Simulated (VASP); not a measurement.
# SrIrS3 (Pm-3m) in VASP: notebook

The runs below take SrIrS3 through single point, relaxation of cell and atoms, with LDA.

Everything below comes from runs of VASP 6.6.1. Logs are shortened: lines on timing, memory, paths and dates and some standing lists are left out, and cuts for length are marked.

## 1. The cell of the first run

The structure is cubic, space group Pm-3m (No. 221). The conventional cell has a = 4.662 Å, b = 4.662 Å, c = 4.662 Å, α = 90.00°, β = 90.00°, γ = 90.00°. Sr (site symmetry m-3m) has 12 S at 3.30 Å and 8 Ir at 4.04 Å within 4.3 Å. Ir (site symmetry m-3m) has 6 S at 2.33 Å within 3.1 Å. Within 3.1 Å of S (site symmetry 4/mmm) lie 2 Ir at 2.33 Å.

## 2. Single point, LDA

INCAR

```
SYSTEM = SrIrS3
ALGO = Normal
EDIFF = 1E-7
ENCUT = 520
GGA = CA
ISIF = 2
ISMEAR = -1
LASPH = .TRUE.
LCHARG = .FALSE.
LREAL = .FALSE.
LWAVE = .FALSE.
NBANDS = 26
NELM = 60
PREC = Accurate
SIGMA = 0.1
```

KPOINTS

```
k-points
0
G
  6 6 6
  0 0 0
```

POSCAR

```
SrIrS3
1.0
    4.6618786049      0.0000000000      0.0000000000
    0.0000000000      4.6618786049      0.0000000000
    0.0000000000      0.0000000000      4.6618786049
Sr Ir S
1 1 3
Direct
    0.0000000000      0.0000000000      0.0000000000
    0.5000000000      0.5000000000      0.5000000000
    0.5000000000      0.5000000000      0.0000000000
    0.0000000000      0.5000000000      0.5000000000
    0.5000000000      0.0000000000      0.5000000000
```

Potentials or basis: VASP PAW LDA potentials, release 64 (Sr_sv, Ir, S).

Started as:

```bash
$ cat potpaw_LDA.64/Sr_sv/POTCAR potpaw_LDA.64/Ir/POTCAR potpaw_LDA.64/S/POTCAR > POTCAR
$ mpirun -np 1 vasp_std > vasp.out
```

OUTCAR:

```text
SYSTEM = SrIrS3
   EDIFF = 1E-7
   ENCUT = 520
   GGA = CA
   ISIF = 2
   ISMEAR = -1
   LASPH = .TRUE.
   LREAL = .FALSE.
   NELM = 60
   PREC = Accurate

 ion  position               nearest neighbor table
   1  0.000  0.000  0.000-   3 3.30   4 3.30   5 3.30   4 3.30   5 3.30   3 3.30   4 3.30   4 3.30
                             3 3.30   5 3.30   5 3.30   3 3.30   2 4.04   2 4.04   2 4.04   2 4.04
   2  0.500  0.500  0.500-   3 2.33   4 2.33   5 2.33   3 2.33   5 2.33   4 2.33   1 4.04   1 4.04
                             1 4.04   1 4.04   1 4.04   1 4.04   1 4.04   1 4.04
   3  0.500  0.500  0.000-   2 2.33   2 2.33   1 3.30   1 3.30   1 3.30   1 3.30
   4  0.000  0.500  0.500-   2 2.33   2 2.33   1 3.30   1 3.30   1 3.30   1 3.30
   5  0.500  0.000  0.500-   2 2.33   2 2.33   1 3.30   1 3.30   1 3.30   1 3.30

  LATTYP: Found a simple cubic cell.
 ALAT       =     4.6618786049

  Lattice vectors:

 A1 = (   4.6618786049,   0.0000000000,   0.0000000000)
 A2 = (   0.0000000000,   4.6618786049,   0.0000000000)
 A3 = (   0.0000000000,   0.0000000000,   4.6618786049)

Analysis of symmetry for initial positions (statically):
=====================================================================
 Subroutine PRICEL returns:
 Original cell was already a primitive cell.

 Routine SETGRP: Setting up the symmetry group for a
 simple cubic supercell.

 Subroutine GETGRP returns: Found 48 space group operations
 (whereof 48 operations were pure point group operations)
 out of a pool of 48 trial point group operations.

The static configuration has the point symmetry O_h .

Analysis of symmetry for dynamics (positions and initial velocities):
=====================================================================
 Subroutine PRICEL returns:
 Original cell was already a primitive cell.

 Routine SETGRP: Setting up the symmetry group for a
 simple cubic supercell.

 Subroutine GETGRP returns: Found 48 space group operations
 (whereof 48 operations were pure point group operations)
 out of a pool of 48 trial point group operations.

The dynamic configuration has the point symmetry O_h .

 Subroutine INISYM returns: Found 48 space group operations
 (whereof 48 operations are pure point group operations),
 and found     1 'primitive' translations

----------------------------------------------------------------------------------------

                                     Primitive cell

  volume of cell :     101.3171

  direct lattice vectors                    reciprocal lattice vectors
     4.661878605  0.000000000  0.000000000     0.214505800  0.000000000  0.000000000
     0.000000000  4.661878605  0.000000000     0.000000000  0.214505800  0.000000000
     0.000000000  0.000000000  4.661878605     0.000000000  0.000000000  0.214505800

  length of vectors
     4.661878605  4.661878605  4.661878605     0.214505800  0.214505800  0.214505800

  position of ions in fractional coordinates (direct lattice)
     0.000000000  0.000000000  0.000000000
     0.500000000  0.500000000  0.500000000
     0.500000000  0.500000000  0.000000000
     0.000000000  0.500000000  0.500000000
     0.500000000  0.000000000  0.500000000

  ion indices of the primitive-cell ions
   primitive index   ion index
                 1           1
                 2           2
                 3           3
                 4           4
                 5           5

----------------------------------------------------------------------------------------

 KPOINTS: k-points

Automatic generation of k-mesh.
 Grid dimensions read from file:
 generate k-points for:    6    6    6

 Generating k-lattice:

  Cartesian coordinates                     Fractional coordinates (reciprocal lattice)
     0.035750967  0.000000000  0.000000000     0.166666667  0.000000000  0.000000000
     0.000000000  0.035750967  0.000000000     0.000000000  0.166666667  0.000000000
     0.000000000  0.000000000  0.035750967     0.000000000  0.000000000  0.166666667

  Length of vectors
     0.035750967  0.035750967  0.035750967

  Shift w.r.t. Gamma in fractional coordinates (k-lattice)
     0.000000000  0.000000000  0.000000000

 Subroutine IBZKPT returns following result:
 ===========================================

 Found     20 irreducible k-points:

 Following reciprocal coordinates:
            Coordinates               Weight
  0.000000  0.000000  0.000000      1.000000
  0.166667  0.000000  0.000000      6.000000
  0.333333  0.000000  0.000000      6.000000
  0.500000  0.000000  0.000000      3.000000
  0.166667  0.166667  0.000000     12.000000
  0.333333  0.166667  0.000000     24.000000
[... 12 lines left out ...]
  0.500000  0.500000  0.333333      6.000000
  0.500000  0.500000  0.500000      1.000000
   k-points           NKPTS =     20   k-points in BZ     NKDIM =     20   number of bands    NBANDS=     26
   number of dos      NEDOS =    301   number of ions     NIONS =      5
   total plane-waves  NPLWV =  46656
   dimension x,y,z NGX =    36 NGY =   36 NGZ =   36
   dimension x,y,z NGXF=    72 NGYF=   72 NGZF=   72
   ions per type =               1   1   3
   NGX,Y,Z   is equivalent  to a cutoff of  12.84, 12.84, 12.84 a.u.
   NGXF,Y,Z  is equivalent  to a cutoff of  25.68, 25.68, 25.68 a.u.
 SYSTEM =  SrIrS3
   PREC   = accura    normal or accurate (medium, high low for compatibility)
   ISTART =      0    job   : 0-new  1-cont  2-samecut
   ICHARG =      2    charge: 1-file 2-atom 10-const
   ISPIN  =      1    spin polarized calculation?
   LNONCOLLINEAR =      F non collinear calculations
   LSORBIT =      F    spin-orbit coupling
   LASPH  =      T    aspherical Exc in radial PAW
   ENCUT  =  520.0 eV  38.22 Ry    6.18 a.u.   8.67  8.67  8.67*2*pi/ulx,y,z
   NELM   =     60;   NELMIN=  2; NELMDL= -5     # of ELM steps
   EDIFF  = 0.1E-06   stopping-criterion for ELM
   LREAL  =      F    real-space projection
   EDIFFG = 0.1E-05   stopping-criterion for IOM
   NSW    =      0    number of steps for IOM
   IBRION =     -1    ionic relax: 0-MD 1-quasi-New 2-CG
   NFREE  =      0    steps in history (QN), initial steepest desc. (CG)
   ISIF   =      2    stress and relaxation
   ISYM   =      2    0-nonsym 1-usesym 2-fastsym
   POTIM  = 0.5000    time-step for ionic-motion
   TEBEG  =    0.0;   TEEND  =   0.0 temperature during run
   PSTRESS=    0.0 pullay stress
   NELECT =      37.0000    total number of electrons
   NUPDOWN=      -1.0000    fix difference up-down
   EMIN   =  10.00;   EMAX   =-10.00  energy-range for DOS
   EFERMI =   0.00;   METHOD = LEGACY
   ISMEAR =    -1;   SIGMA  =   0.10  broadening in eV -4-tet -1-fermi 0-gaus
   EFERMI_NEDOS =   21; number of points for ismear=-14 and -15
   IALGO  =     38    algorithm
   IMIX   =      4    mixing-type and parameters
     AMIX     =   0.40;   BMIX     =  1.00
     AMIX_MAG =   1.60;   BMIX_MAG =  1.00
  volume/ion in A,a.u.               =      20.26       136.74
  Fermi-wavevector in a.u.,A,eV,Ry     =   1.170167  2.211295 18.630327  1.369290
  Thomas-Fermi vector in A             =   2.306629
   LORBIT       =      0    0 simple, 1 ext, 2 COOP (PROOUT), +10 PAW based schemes
   GGA     = CA    functional components
   LHFCALC =     F    Hartree Fock is set to
   AEXX    =    0.0000 exact exchange contribution
   IVDW    =     0    specifies the selected vdW correction
   LEPSILON=     F    determine dielectric tensor
   LRPA    =     F    only Hartree local field effects (RPA)
 non-spin polarized calculation
  energy-cutoff  :      520.00
  volume of cell :      101.32
 maximum number of plane-waves:      2800
 NGX is ok and might be reduce to    36
   NGX = 17   NGY = 17   NGZ = 17

 number of electron      36.9999999 magnetization

 Free energy of the ion-electron system (eV)
  ---------------------------------------------------
  ext. energy  EPLUGINS =         0.00000000
  ---------------------------------------------------
  free energy    TOTEN  =       -29.48751690 eV

  energy without entropy =      -29.28943237  energy(sigma->0) =      -29.38847463

 E-fermi :   4.9548     XC(G=0): -10.5834

 val. band max:        4.9336047605   @ k =   0.5000   0.3333   0.3333
 cond. band min:       4.9674537012   @ k =   0.3333   0.1667   0.0000
 fundamental gap:      0.0338489407
 Fermi energy:         4.9548055746

 k-point     1 :       0.0000    0.0000    0.0000
  band No.  band energies     occupation
      1     -29.6901      2.00000
      2     -11.7771      2.00000
      3     -11.7771      2.00000
      4     -11.7771      2.00000
      5      -9.2242      2.00000
      6      -7.3810      2.00000
[... 18 lines left out ...]
     25       9.3701      0.00000
     26       9.3722      0.00000

 k-point     2 :       0.1667    0.0000    0.0000
  band No.  band energies     occupation
      1     -29.6896      2.00000
      2     -11.8163      2.00000
      3     -11.7749      2.00000
      4     -11.7749      2.00000
      5      -9.0686      2.00000
      6      -7.3692      2.00000
[... 18 lines left out ...]
     25       9.3293      0.00000
     26       9.7438      0.00000

 k-point     3 :       0.3333    0.0000    0.0000
  band No.  band energies     occupation
      1     -29.6887      2.00000
      2     -11.8900      2.00000
      3     -11.7704      2.00000
      4     -11.7704      2.00000
      5      -8.7085      2.00000
      6      -7.3654      2.00000
[... 18 lines left out ...]
     25       9.6645      0.00000
     26      10.7146      0.00000

 k-point     4 :       0.5000    0.0000    0.0000
  band No.  band energies     occupation
      1     -29.6882      2.00000
      2     -11.9247      2.00000
      3     -11.7682      2.00000
      4     -11.7682      2.00000
      5      -8.4841      2.00000
      6      -7.4047      2.00000
[... 18 lines left out ...]
     25      10.5001      0.00000
     26      11.5464      0.00000

 k-point     5 :       0.1667    0.1667    0.0000
  band No.  band energies     occupation
      1     -29.6892      2.00000
      2     -11.8215      2.00000
      3     -11.7988      2.00000
      4     -11.7726      2.00000
      5      -8.9235      2.00000
      6      -7.3601      2.00000
[... 18 lines left out ...]
     25       9.5960      0.00000
     26       9.8204      0.00000

 k-point     6 :       0.3333    0.1667    0.0000
  band No.  band energies     occupation
      1     -29.6883      2.00000
      2     -11.8786      2.00000
      3     -11.7967      2.00000
      4     -11.7681      2.00000
      5      -8.5879      2.00000
      6      -7.3487      2.00000
[... 311 lines left out ...]
 k-point    17 :       0.3333    0.3333    0.3333
  band No.  band energies     occupation
      1     -29.6861      2.00000
      2     -11.8389      2.00000
      3     -11.8190      2.00000
      4     -11.8190      2.00000
      5      -7.8603      2.00000
      6      -7.2763      2.00000
[... 18 lines left out ...]
     25      10.3323      0.00000
     26      11.0883      0.00000

 k-point    18 :       0.5000    0.3333    0.3333
  band No.  band energies     occupation
      1     -29.6857      2.00000
      2     -11.8460      2.00000
      3     -11.8223      2.00000
      4     -11.8115      2.00000
      5      -7.6818      2.00000
      6      -7.2853      2.00000
[... 18 lines left out ...]
     25      10.1138      0.00000
     26      10.5550      0.00000

 k-point    19 :       0.5000    0.5000    0.3333
  band No.  band energies     occupation
      1     -29.6852      2.00000
      2     -11.8352      2.00000
      3     -11.8352      2.00000
      4     -11.8093      2.00000
      5      -7.5135      2.00000
      6      -7.2459      2.00000
[... 18 lines left out ...]
     25      10.5488      0.00000
     26      10.8085      0.00000

 k-point    20 :       0.5000    0.5000    0.5000
  band No.  band energies     occupation
      1     -29.6848      2.00000
      2     -11.8260      2.00000
      3     -11.8260      2.00000
      4     -11.8260      2.00000
      5      -7.2618      2.00000
      6      -7.2618      2.00000
[... 18 lines left out ...]
     25      10.6168      0.00000
     26      11.1203      0.00000

------------------------ aborting loop because EDIFF is reached ----------------------------------------

  FORCE on cell =-STRESS in cart. coord.  units (eV):
  Direction    XX          YY          ZZ          XY          YZ          ZX
  --------------------------------------------------------------------------------------
  -------------------------------------------------------------------------------------
  Total        0.3700365      0.3700365      0.3700365     -0.0000000     -0.0000000     -0.0000000
  in kB        5.8515684      5.8515684      5.8515684     -0.0000000     -0.0000000     -0.0000000
  external PRESSURE =       5.8515684 kB  Pullay stress =       0.0000000 kB

 VOLUME and BASIS-vectors are now :
 -----------------------------------------------------------------------------
  energy-cutoff  :      520.00
  volume of cell :      101.32
      direct lattice vectors                 reciprocal lattice vectors
     4.661878605  0.000000000  0.000000000     0.214505800  0.000000000  0.000000000
     0.000000000  4.661878605  0.000000000     0.000000000  0.214505800  0.000000000
     0.000000000  0.000000000  4.661878605     0.000000000  0.000000000  0.214505800

 POSITION                                       TOTAL-FORCE (eV/Angst)
 -----------------------------------------------------------------------------------
      0.00000      0.00000      0.00000         0.000000      0.000000      0.000000
      2.33094      2.33094      2.33094         0.000000      0.000000      0.000000
      2.33094      2.33094      0.00000         0.000000      0.000000      0.000000
      0.00000      2.33094      2.33094         0.000000      0.000000      0.000000
      2.33094      0.00000      2.33094         0.000000      0.000000      0.000000
 -----------------------------------------------------------------------------------
    total drift:                                0.000000      0.000000      0.000000

  FREE ENERGIE OF THE ION-ELECTRON SYSTEM (eV)
  ---------------------------------------------------
  free  energy   TOTEN  =       -29.4875168958 eV

  energy  without entropy=      -29.2894323735  energy(sigma->0) =      -29.38847463
```

Run time: 2.2 min. Hardware: 1 thread of Intel Xeon 8259CL, shared host; peak memory 0.21 GiB.

Results:

- Free energy: -29.4875 eV
- Pressure: 0.6 GPa
- Band gap on the k mesh: zero (an odd number of electrons rules out a gap without spin polarisation)

Levels at points of the mesh, in eV from the Fermi level:
| k point | band 15 | band 16 | band 17 | band 18 | band 19 | band 20 | band 21 | band 22 |
| --- | --- | --- | --- | --- | --- | --- | --- | --- |
| (0.00, 0.00, 0.00) | -1.43 | -1.43 | -1.15 | -1.15 | -0.57 | -0.57 | -0.57 | 1.70 |
| (0.50, 0.00, 0.00) | -2.41 | -1.06 | -1.06 | -1.05 | 0.37 | 0.37 | 0.83 | 4.25 |
| (0.50, 0.50, 0.00) | -2.26 | -0.28 | -0.24 | 0.03 | 0.13 | 0.13 | 4.73 | 5.18 |
| (0.50, 0.50, 0.50) | 0.10 | 0.10 | 0.18 | 0.18 | 0.18 | 3.01 | 4.33 | 4.33 |

Caveat: spin-orbit coupling is left out, which moves the levels of the heavy elements; an odd number of electrons without spin polarisation forces a metal; a magnetic or distorted state may lie lower.

[end of part 1 of 2]

The gap in the log of VASP goes by the Fermi energy; the results here count the filled bands.